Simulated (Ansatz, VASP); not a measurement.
Two plane-wave programs on TeMo5

File INCAR:

```
SYSTEM = TeMo5
  PREC = Accurate
  ENCUT = 600
  EDIFF = 1E-6
  ISMEAR = 0
  SIGMA = 0.1
  LREAL = .False.
  LASPH = .True.
  NELM = 80
  ALGO = Fast
  ISIF = 3
  LWAVE = .False.
  LCHARG = .False.
  GGA = PE
  IBRION = 2
  NSW = 100
  EDIFFG = -0.01
```

The input KPOINTS:

```
regular mesh
0
Gamma
  10 10 10
  0 0 0
```

File POSCAR:

```
TeMo5
1.0
    0.0000000000      3.7203078252      3.7203078252
    3.7203078252      0.0000000000      3.7203078252
    3.7203078252      3.7203078252      0.0000000000
Te Mo
1 5
Direct
    0.7500000000      0.7500000000      0.7500000000
    0.1241510379      0.1241510379      0.6275468864
    0.6275468864      0.1241510379      0.1241510379
    0.1241510379      0.1241510379      0.1241510379
    0.1241510379      0.6275468864      0.1241510379
    0.5000000000      0.5000000000      0.5000000000
```

Input for Ansatz:

```yaml
crystal:
  lattice:
    - [0.0, 3.7203078252, 3.7203078252]
    - [3.7203078252, 0.0, 3.7203078252]
    - [3.7203078252, 3.7203078252, 0.0]
  atoms:
    - { symbol: Te, position: [0.75, 0.75, 0.75] }
    - { symbol: Mo, position: [0.1241510379, 0.1241510379, 0.6275468864] }
    - { symbol: Mo, position: [0.6275468864, 0.1241510379, 0.1241510379] }
    - { symbol: Mo, position: [0.1241510379, 0.1241510379, 0.1241510379] }
    - { symbol: Mo, position: [0.1241510379, 0.6275468864, 0.1241510379] }
    - { symbol: Mo, position: [0.5, 0.5, 0.5] }
basis:
  ecutwfc: 420
kpoints:
  mp_grid: { grid: [10, 10, 10] }
hamiltonian:
  xc: pbe
scf:
  occupations: { method: gaussian, width: 0.1 }
output:
  forces: true
  stress: true
  eigenvalues: true
  write_density: true
  write_potential: true
  elf: true
  volumetric_format: npy
relax:
  adjacent_minimum: "off"
  f_tol: 0.01
  max_steps: 80
  cell: { stress_tol: 0.05 }
```

Change from the starting cell: species swapped into the Be5Fe type (F-43m, No. 216).

Alike in both runs: task relaxation of cell and atoms; functional PBE; k mesh 10 × 10 × 10; occupations gaussian, width 0.1 eV; no spin polarisation.

```csv
,VASP,Ansatz
version,VASP 6.6.1,Ansatz 0.2.0
potentials or method,"VASP PAW PBE potentials, release 64 (Te, Mo_sv), cutoff 600 eV","scalar-relativistic, plane waves, PAW"
valence electrons in the cell,76,86
```

|  | VASP | Ansatz | Ansatz less VASP |
| --- | --- | --- | --- |
| gap on the k mesh at the Fermi level, each at its own relaxed structure (eV) | none | none | - |
| relaxed volume (Å³/atom) | 17.21 | 17.19 | -0.022 |
| relaxed cell length with the largest relative difference (Å) | 5.266 | 5.264 | -0.0022 |

A gap of «none» marks a metal or a gap that the smearing closes. VASP's potentials hold 76 valence electrons a cell and Ansatz's 86, so a difference there can come from the potentials and not from the codes.

Neither program's run includes spin-orbit coupling.
